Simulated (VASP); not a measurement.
## ZrB2: single point with PBEsol+U

Crystal: ZrB2.

```
Zr B
1.0
     3.17000    0.00000    0.00000
    -1.58500    2.74530    0.00000
     0.00000    0.00000    3.53300
Zr B
1 2
Cartesian
  0.0000 0.0000 0.0000
  1.5850 0.9151 1.7665
  0.0000 1.8302 1.7665
```

- Program: VASP 6.6.1
- Task: single point
- Functional: PBEsol
- Potentials or basis: VASP PAW PBE potentials, release 64 (Zr_sv, B)
- Cutoff: 520 eV
- k mesh: 10 × 10 × 8
- Occupations: fermi-dirac, width 0.05 eV
- Spin: no spin polarisation
- Hubbard terms: Zr d U = 4.0 eV

The pressure is 5.6 GPa and the band gap on the k mesh is zero (band 9 reaches 11.63 eV, above the bottom of band 10 at 10.71 eV).

Stress tensor (GPa, compression positive):
```
4.80 0.00 0.00
0.00 4.80 0.00
0.00 0.00 7.19
```

Levels at points of the mesh, in eV from the Fermi level:
```tsv
k point	band 7	band 8	band 9	band 10	band 11	band 12
(0.00, 0.00, 0.00)	-2.65	-2.65	-2.56	3.83	3.83	4.36
(0.50, 0.00, 0.00)	-3.86	-3.26	-2.60	1.95	2.66	5.27
(0.00, 0.00, 0.50)	-1.13	-1.13	0.50	0.50	1.02	1.02
(0.50, 0.00, 0.50)	-4.65	-4.22	-2.40	3.78	4.09	5.72
```

Eigenvalues of the final occupation matrices:
```
    site  spin  trace               eigenvalues
site 1 d     1   0.82  0.15 0.16 0.16 0.17 0.17
site 1 d     2   0.82  0.15 0.16 0.16 0.17 0.17
```

Run time: 16 s on 1 thread of AMD EPYC 9R45 96-Core Processor (Zen 5) (shared host), peak memory 0.13 GiB.

Caveat: the PAW data sets were made with another functional, which shifts forces and pressure a little; U without spin polarisation on a metal has little footing; the U is typed as a test and isn't derived for this compound.
